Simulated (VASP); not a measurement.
# InSe in VASP: further runs

Aim: see how the results for InSe move with the level of theory and the settings. Levels: r2SCAN, LDA. Tasks: band structure.

All numbers are computed with VASP 6.6.1; they aren't measurements. Logs are shortened: lines on timing, memory, paths and dates and some standing lists are left out, and cuts for length are marked.

**1. The cell of the first run**

The cell holds a slab with vacuum, 16 atoms: a = 4.034 Å, b = 4.034 Å, c = 48.678 Å, α = 90.00°, β = 90.00°, γ = 120.00°.

**2. Band structure, r2SCAN**

Contents of INCAR:

```
SYSTEM = InSe
ALGO = All ; AMIN = 0.01
DIPOL = 0.5 0.5 0.500 ; EDIFF = 1E-7
ENCUT = 520 ; IDIPOL = 3
ISIF = 2 ; ISMEAR = 0
KPAR = 8 ; LASPH = .True.
LCHARG = .False. ; LDIPOL = .True.
LMIXTAU = .True. ; LREAL = .False.
LVACPOTAV = .True. ; LVHAR = .True.
LWAVE = .False. ; METAGGA = R2SCAN
NBANDS = 90 ; NELM = 120
PREC = Accurate ; SIGMA = 0.03
```

Contents of KPOINTS:

```
k-points
0
Gamma
  9 9 1
  0 0 0
```

Contents of POSCAR:

```
InSe                                    
1.0
    4.0337196247      0.0000000000      0.0000000000
   -2.0168598124      3.4933036717      0.0000000000
    0.0000000000      0.0000000000     48.6777120000
  Se              In            
     8     8
Direct
     0.0000000000000000    0.0000000000000000    0.1879613740658175
     0.0000000000000000    0.0000000000000000    0.2984708069373011
     0.6666666699999979    0.3333333300000021    0.3592442793521323
     0.6666666699999979    0.3333333300000021    0.4695493995990765
     0.3333333300000021    0.6666666699999979    0.5304000122681644
     0.3333333300000021    0.6666666699999979    0.6407189986735632
     0.0000000000000000    0.0000000000000000    0.7015498445598262
     0.0000000000000000    0.0000000000000000    0.8120254402656581
     0.6666666699999979    0.3333333300000021    0.2145296517088998
     0.6666666699999979    0.3333333300000021    0.2719657563288863
     0.3333333300000021    0.6666666699999979    0.3856831119040713
     0.3333333300000021    0.6666666699999979    0.4430665811954216
     0.0000000000000000    0.0000000000000000    0.5568485498379343
     0.0000000000000000    0.0000000000000000    0.6142361524908783
     0.6666666699999979    0.3333333300000021    0.7280210031613085
     0.6666666699999979    0.3333333300000021    0.7854516276510725
```

Contents of KPOINTS_OPT:

```
explicit points
67
Reciprocal
 0.0000000000  0.0000000000  0.0000000000 1
 0.0357142900  0.0000000000  0.0000000000 1
 0.0714285700  0.0000000000  0.0000000000 1
 0.1071428600  0.0000000000  0.0000000000 1
 0.1428571400  0.0000000000  0.0000000000 1
 0.1785714300  0.0000000000  0.0000000000 1
 0.2142857100  0.0000000000  0.0000000000 1
 0.2500000000  0.0000000000  0.0000000000 1
 0.2857142900  0.0000000000  0.0000000000 1
 0.3214285700  0.0000000000  0.0000000000 1
 0.3571428600  0.0000000000  0.0000000000 1
 0.3928571400  0.0000000000  0.0000000000 1
 0.4285714300  0.0000000000  0.0000000000 1
 0.4642857100  0.0000000000  0.0000000000 1
 0.5000000000  0.0000000000  0.0000000000 1
 0.4791666700  0.0416666700  0.0000000000 1
 0.4583333300  0.0833333300  0.0000000000 1
 0.4375000000  0.1250000000  0.0000000000 1
 0.4166666700  0.1666666700  0.0000000000 1
 0.3958333300  0.2083333300  0.0000000000 1
 0.3750000000  0.2500000000  0.0000000000 1
 0.3541666700  0.2916666700  0.0000000000 1
 0.3333333300  0.3333333300  0.0000000000 1
 0.3137254900  0.3137254900  0.0000000000 1
 0.2941176500  0.2941176500  0.0000000000 1
 0.2745098000  0.2745098000  0.0000000000 1
 0.2549019600  0.2549019600  0.0000000000 1
 0.2352941200  0.2352941200  0.0000000000 1
 0.2156862700  0.2156862700  0.0000000000 1
 0.1960784300  0.1960784300  0.0000000000 1
 0.1764705900  0.1764705900  0.0000000000 1
 0.1568627500  0.1568627500  0.0000000000 1
 0.1372549000  0.1372549000  0.0000000000 1
 0.1176470600  0.1176470600  0.0000000000 1
 0.0980392200  0.0980392200  0.0000000000 1
 0.0784313700  0.0784313700  0.0000000000 1
 0.0588235300  0.0588235300  0.0000000000 1
 0.0392156900  0.0392156900  0.0000000000 1
 0.0196078400  0.0196078400  0.0000000000 1
 0.0000000000  0.0000000000  0.0000000000 1
 0.0000000000  0.0000000000  0.0000000000 1
 0.0076394400 -0.0038197200  0.0000000000 1
-0.0076394400  0.0038197200  0.0000000000 1
 0.0222816900 -0.0111408500  0.0000000000 1
-0.0222816900  0.0111408500  0.0000000000 1
-0.0000000000  0.0066159500  0.0000000000 1
 0.0000000000 -0.0066159500  0.0000000000 1
-0.0000000000  0.0192965100  0.0000000000 1
 0.0000000000 -0.0192965100  0.0000000000 1
 0.5000000000  0.0000000000  0.0000000000 1
 0.5076394400 -0.0038197200  0.0000000000 1
 0.4923605600  0.0038197200  0.0000000000 1
 0.5222816900 -0.0111408500  0.0000000000 1
 0.4777183100  0.0111408500  0.0000000000 1
 0.5000000000  0.0066159500  0.0000000000 1
 0.5000000000 -0.0066159500  0.0000000000 1
 0.5000000000  0.0192965100  0.0000000000 1
 0.5000000000 -0.0192965100  0.0000000000 1
 0.3333333300  0.3333333300  0.0000000000 1
 0.3409727700  0.3295136100  0.0000000000 1
 0.3256938900  0.3371530500  0.0000000000 1
 0.3556150200  0.3221924800  0.0000000000 1
 0.3110516400  0.3444741800  0.0000000000 1
 0.3333333300  0.3399492800  0.0000000000 1
 0.3333333300  0.3267173800  0.0000000000 1
 0.3333333300  0.3526298400  0.0000000000 1
 0.3333333300  0.3140368200  0.0000000000 1
```

Potentials or basis: VASP PAW PBE potentials, release 64 (Se, In_d).

On the command line:

```console
cat potpaw_PBE.64/Se/POTCAR potpaw_PBE.64/In_d/POTCAR > POTCAR
mpirun -np 8 vasp_std > vasp.out
```

OUTCAR:

```text
SYSTEM = InSe
   EDIFF = 1E-7
   ENCUT = 520
   ISIF = 2
   ISMEAR = 0
   LASPH = .True.
   LREAL = .False.
   METAGGA = R2SCAN
   NELM = 120
   PREC = Accurate

 ion  position               nearest neighbor table
   1  0.000  0.000  0.188-   9 2.66   9 2.66   9 2.66
   2  0.000  0.000  0.298-  10 2.66  10 2.66  10 2.66
   3  0.667  0.333  0.359-  11 2.66  11 2.66  11 2.66
   4  0.667  0.333  0.470-  12 2.66  12 2.66  12 2.66
   5  0.333  0.667  0.530-  13 2.66  13 2.66  13 2.66
   6  0.333  0.667  0.641-  14 2.66  14 2.66  14 2.66
   7  0.000  0.000  0.702-  15 2.66  15 2.66  15 2.66
   8  0.000  0.000  0.812-  16 2.66  16 2.66  16 2.66
   9  0.667  0.333  0.215-   1 2.66   1 2.66   1 2.66  10 2.80
  10  0.667  0.333  0.272-   2 2.66   2 2.66   2 2.66   9 2.80
  11  0.333  0.667  0.386-   3 2.66   3 2.66   3 2.66  12 2.79
  12  0.333  0.667  0.443-   4 2.66   4 2.66   4 2.66  11 2.79
  13  0.000  0.000  0.557-   5 2.66   5 2.66   5 2.66  14 2.79
  14  0.000  0.000  0.614-   6 2.66   6 2.66   6 2.66  13 2.79
  15  0.667  0.333  0.728-   7 2.66   7 2.66   7 2.66  16 2.80
  16  0.667  0.333  0.785-   8 2.66   8 2.66   8 2.66  15 2.80

  LATTYP: Found a hexagonal cell.
 ALAT       =     4.0337196247
 C/A-ratio  =    12.0676984344

  Lattice vectors:

 A1 = (   4.0337196247,   0.0000000000,   0.0000000000)
 A2 = (  -2.0168598124,   3.4933036717,   0.0000000000)
 A3 = (   0.0000000000,   0.0000000000,  48.6777120000)

Analysis of symmetry for initial positions (statically):
=====================================================================
 Subroutine PRICEL returns:
 Original cell was already a primitive cell.

 Routine SETGRP: Setting up the symmetry group for a
 hexagonal supercell.

 Subroutine GETGRP returns: Found  6 space group operations
 (whereof  6 operations were pure point group operations)
 out of a pool of 24 trial point group operations.

The static configuration has the point symmetry C_3v.

Analysis of symmetry for dynamics (positions and initial velocities):
=====================================================================
 Subroutine PRICEL returns:
 Original cell was already a primitive cell.

 Routine SETGRP: Setting up the symmetry group for a
 hexagonal supercell.

 Subroutine GETGRP returns: Found  6 space group operations
 (whereof  6 operations were pure point group operations)
 out of a pool of 24 trial point group operations.

The dynamic configuration has the point symmetry C_3v.

 Subroutine INISYM returns: Found  6 space group operations
 (whereof  6 operations are pure point group operations),
 and found     1 'primitive' translations

----------------------------------------------------------------------------------------

                                     Primitive cell

  volume of cell :     685.9180

  direct lattice vectors                    reciprocal lattice vectors
     4.033719625  0.000000000  0.000000000     0.247910141  0.143130986  0.000000000
    -2.016859812  3.493303672  0.000000000     0.000000000  0.286261973  0.000000000
     0.000000000  0.000000000 48.677712000     0.000000000  0.000000000  0.020543283

  length of vectors
     4.033719625  4.033719629 48.677712000     0.286261973  0.286261973  0.020543283

  position of ions in fractional coordinates (direct lattice)
     0.000000000  0.000000000  0.187961374
     0.000000000  0.000000000  0.298470807
     0.666666670  0.333333330  0.359244279
     0.666666670  0.333333330  0.469549400
[... 66 lines left out ...]
  0.222222  0.111111  0.000000     12.000000
  0.333333  0.111111  0.000000     12.000000
  0.444444  0.111111  0.000000      6.000000
  0.222222  0.222222  0.000000      6.000000
  0.333333  0.222222  0.000000     12.000000
  0.333333  0.333333  0.000000      2.000000
   k-points           NKPTS =     12   k-points in BZ     NKDIM =     12   number of bands    NBANDS=     90
   number of dos      NEDOS =    301   number of ions     NIONS =     16
   total plane-waves  NPLWV = 340200
   dimension x,y,z NGX =    30 NGY =   30 NGZ =  378
   dimension x,y,z NGXF=    60 NGYF=   60 NGZF=  756
   ions per type =               8   8
   NGX,Y,Z   is equivalent  to a cutoff of  12.36, 12.36, 12.91 a.u.
   NGXF,Y,Z  is equivalent  to a cutoff of  24.73, 24.73, 25.82 a.u.
 SYSTEM =  InSe
   PREC   = accura    normal or accurate (medium, high low for compatibility)
   ISTART =      0    job   : 0-new  1-cont  2-samecut
   ICHARG =      2    charge: 1-file 2-atom 10-const
   ISPIN  =      1    spin polarized calculation?
   LNONCOLLINEAR =      F non collinear calculations
   LSORBIT =      F    spin-orbit coupling
   LASPH  =      T    aspherical Exc in radial PAW
   ENCUT  =  520.0 eV  38.22 Ry    6.18 a.u.   7.50  7.50 90.51*2*pi/ulx,y,z
   NELM   =    120;   NELMIN=  2; NELMDL= -5     # of ELM steps
   EDIFF  = 0.1E-06   stopping-criterion for ELM
   LREAL  =      F    real-space projection
   EDIFFG = 0.1E-05   stopping-criterion for IOM
   NSW    =      0    number of steps for IOM
   IBRION =     -1    ionic relax: 0-MD 1-quasi-New 2-CG
   NFREE  =      0    steps in history (QN), initial steepest desc. (CG)
   ISIF   =      2    stress and relaxation
   ISYM   =      2    0-nonsym 1-usesym 2-fastsym
   POTIM  = 0.5000    time-step for ionic-motion
   TEBEG  =    0.0;   TEEND  =   0.0 temperature during run
   PSTRESS=    0.0 pullay stress
   NELECT =     152.0000    total number of electrons
   NUPDOWN=      -1.0000    fix difference up-down
   EMIN   =  10.00;   EMAX   =-10.00  energy-range for DOS
   EFERMI =   0.00;   METHOD = LEGACY
   ISMEAR =     0;   SIGMA  =   0.03  broadening in eV -4-tet -1-fermi 0-gaus
   EFERMI_NEDOS =   21; number of points for ismear=-14 and -15
   IALGO  =     58    algorithm
   IMIX   =      4    mixing-type and parameters
     AMIX     =   0.40;   BMIX     =  1.00
     AMIX_MAG =   1.60;   BMIX_MAG =  1.00
  volume/ion in A,a.u.               =      42.87       289.30
  Fermi-wavevector in a.u.,A,eV,Ry     =   0.990677  1.872108 13.353307  0.981440
  Thomas-Fermi vector in A             =   2.122364
   LORBIT       =      0    0 simple, 1 ext, 2 COOP (PROOUT), +10 PAW based schemes
   METAGGA = R2SCAN    functional components
   LHFCALC =     F    Hartree Fock is set to
   AEXX    =    0.0000 exact exchange contribution
   IVDW    =     0    specifies the selected vdW correction
   LEPSILON=     F    determine dielectric tensor
   LRPA    =     F    only Hartree local field effects (RPA)
 non-spin polarized calculation
 Gauss-broadening in eV      SIGMA  =   0.03
  energy-cutoff  :      520.00
  volume of cell :      685.92
 maximum number of plane-waves:     18579
 NGX is ok and might be reduce to    30
   NGX = 15   NGY = 15   NGZ =181

 dipolmoment           0.000000      0.000000     -0.000042 electrons x Angstroem

 number of electron     152.0000008 magnetization

 dipolmoment           0.000000      0.000000      0.000616 electrons x Angstroem

 Free energy of the ion-electron system (eV)
  ---------------------------------------------------
  ext. energy  EPLUGINS =         0.00000000
  ---------------------------------------------------
  free energy    TOTEN  =      -305.79275884 eV

  energy without entropy =     -305.79275884  energy(sigma->0) =     -305.79275884

 E-fermi :   0.8711     XC(G=0):  -6.5973

 val. band max:        0.7079071353   @ k =   0.0000   0.0000   0.0000
 cond. band min:       1.7805336138   @ k =   0.0000   0.0000   0.0000
 fundamental gap:      1.0726264784
 Fermi energy:         0.8711489603

 k-point     1 :       0.0000    0.0000    0.0000
  band No.  band energies     occupation
      1     -14.4134      2.00000
      2     -14.4109      2.00000
      3     -14.3976      2.00000
      4     -14.3885      2.00000
      5     -14.2256      2.00000
      6     -14.2256      2.00000
[... 1081 lines left out ...]
     87       4.4740      0.00000
     88       4.5165      0.00000
 [bands above 88 left out]

------------------------ aborting loop because EDIFF is reached ----------------------------------------

 vacuum level on the upper side and lower side of the slab       (xc-potential included)        -0.016        -0.023

  FORCE on cell =-STRESS in cart. coord.  units (eV):
  Direction    XX          YY          ZZ          XY          YZ          ZX
  --------------------------------------------------------------------------------------
  -------------------------------------------------------------------------------------
  Total       -0.3060313     -0.3060313     -0.1365682      0.0000000      0.0000000      0.0000000
  in kB       -0.7148324     -0.7148324     -0.3189981      0.0000000      0.0000000      0.0000000
  external PRESSURE =      -0.5828876 kB  Pullay stress =       0.0000000 kB

 VOLUME and BASIS-vectors are now :
 -----------------------------------------------------------------------------
  energy-cutoff  :      520.00
  volume of cell :      685.92
      direct lattice vectors                 reciprocal lattice vectors
     4.033719625  0.000000000  0.000000000     0.247910141  0.143130986  0.000000000
    -2.016859812  3.493303672  0.000000000     0.000000000  0.286261973  0.000000000
     0.000000000  0.000000000 48.677712000     0.000000000  0.000000000  0.020543283

 POSITION                                       TOTAL-FORCE (eV/Angst)
 -----------------------------------------------------------------------------------
      0.00000      0.00000      9.14953         0.000000     -0.000000      0.183354
      0.00000      0.00000     14.52888        -0.000000     -0.000000     -0.266179
      2.01686      1.16443     17.48719         0.000000      0.000000      0.255047
      2.01686      1.16443     22.85659         0.000000     -0.000000     -0.258735
     -0.00000      2.32887     25.81866         0.000000     -0.000000      0.255887
     -0.00000      2.32887     31.18873        -0.000000      0.000000     -0.259892
[... 8 lines left out ...]
      2.01686      1.16443     35.43840        -0.000000      0.000000     -0.130542
      2.01686      1.16443     38.23399        -0.000000      0.000000      0.191274
 -----------------------------------------------------------------------------------
    total drift:                               -0.000028      0.000017      0.000967

  FREE ENERGIE OF THE ION-ELECTRON SYSTEM (eV)
  ---------------------------------------------------
  free  energy   TOTEN  =      -305.7927588440 eV

  energy  without entropy=     -305.7927588440  energy(sigma->0) =     -305.79275884

 vacuum level on the upper side and lower side of the slab         6.409         6.401
```

Wall time 42 min (8 MPI ranks of Intel Xeon 6975P-C (Granite Rapids), shared host); peak memory 2.1 GiB.

Results:

```yaml
Free_energy: -305.7928 eV
Largest_force: 0.266 eV/Å
Band_gap_on_the_k_mesh: 1.07 eV
Band_gap_along_the_path: 1.06 eV (least direct gap 1.07 eV)
Ionisation_potential_of_the_upper_face: 5.70 eV
```

Forces on the atoms (eV/Å):
```
Se   0.000  0.000  0.183
Se   0.000  0.000 -0.266
Se   0.000  0.000  0.255
Se   0.000  0.000 -0.259
Se   0.000  0.000  0.256
Se   0.000  0.000 -0.260
Se   0.000  0.000  0.262
Se   0.000  0.000 -0.185
In   0.000  0.000 -0.189
In   0.000  0.000  0.132
In   0.000  0.000 -0.142
In   0.000  0.000  0.146
In   0.000  0.000 -0.143
In   0.000  0.000  0.149
In   0.000  0.000 -0.131
In   0.000  0.000  0.191
```

Caveat: the PAW data sets were made with another functional, which shifts forces and pressure a little; spin-orbit coupling is left out, which moves the levels of the heavy elements.

**3. Band structure, LDA**

Contents of INCAR:

```
SYSTEM = InSe
ALGO = Normal ; DIPOL = 0.5 0.5 0.500
EDIFF = 1E-7 ; ENCUT = 520
IDIPOL = 3 ; ISIF = 2
ISMEAR = 0 ; KPAR = 8
LASPH = .True. ; LCHARG = .False.
LDIPOL = .True. ; LREAL = .False.
LVACPOTAV = .True. ; LVHAR = .True.
LWAVE = .False. ; NBANDS = 90
NELM = 80 ; PREC = Accurate
SIGMA = 0.03
```

KPOINTS is that of step 2.

POSCAR is that of step 2.

KPOINTS_OPT is that of step 2.

Potentials or basis: VASP PAW LDA potentials, release 64 (Se, In_d).

On the command line:

```console
cat potpaw_LDA.64/Se/POTCAR potpaw_LDA.64/In_d/POTCAR > POTCAR
mpirun -np 8 vasp_std > vasp.out
```

Wall time 18 min (8 MPI ranks of Intel Xeon 6975P-C (Granite Rapids), shared host); peak memory 1.1 GiB.

It converged, with:

* Free energy: -66.3707 eV
* Largest force: 0.401 eV/Å
* Band gap on the k mesh: 0.51 eV (least direct gap 0.56 eV)
* Band gap along the path: 0.50 eV (least direct gap 0.56 eV)

Forces in eV/Å, atoms in the order of the input:
```
Se   0.000  0.000  0.401
Se   0.000  0.000 -0.296
Se   0.000  0.000  0.285
Se   0.000  0.000 -0.291
Se   0.000  0.000  0.286
Se   0.000  0.000 -0.293
Se   0.000  0.000  0.290
Se   0.000  0.000 -0.401
In   0.000  0.000 -0.136
In   0.000  0.000  0.095
In   0.000  0.000 -0.105
In   0.000  0.000  0.112
In   0.000  0.000 -0.106
In   0.000  0.000  0.113
In   0.000  0.000 -0.090
In   0.000  0.000  0.138
```

Levels at points of the mesh, in eV from the valence-band top:
```csv
k point,band 74,band 75,band 76,band 77,band 78,band 79
"(0.00, 0.00, 0.00)",-0.92,-0.52,-0.05,0.51,0.94,1.35
```

Caveat: spin-orbit coupling is left out, which moves the levels of the heavy elements.
